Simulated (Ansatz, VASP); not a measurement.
## One calculation of Ga2C, two programs

```
Ga C
1.0
     4.31138    0.00000    0.00000
    -2.15569    3.73377    0.00000
     0.00000    0.00000    2.78930
Ga C
2 1
Cartesian
  0.0000 2.4892 1.3946
  2.1557 1.2446 1.3946
  0.0000 0.0000 0.0000
```

Alike in both runs: task relaxation of cell and atoms; functional PBE; k mesh 6 × 6 × 6; occupations gaussian, width 0.1 eV; no spin polarisation.

|  | VASP | Ansatz |
| --- | --- | --- |
| version | VASP 6.6.1 | Ansatz 0.2.0 |
| potentials or method | VASP PAW PBE potentials, release 64 (Ga_d, C), cutoff 600 eV | scalar-relativistic, plane waves, PAW |
| valence electrons in the cell | 30 | 30 |

```tsv
	VASP	Ansatz	Ansatz less VASP
gap on the k mesh at the Fermi level, each at its own relaxed structure (eV)	none	none	-
relaxed volume (Å³/atom)	15.41	15.39	-0.018
relaxed cell length with the largest relative difference (Å)	4.332	4.330	-0.0023
```

A gap of «none» marks a metal or a gap that the smearing closes.

The k mesh is coarse, so the values compare programs but aren't converged.
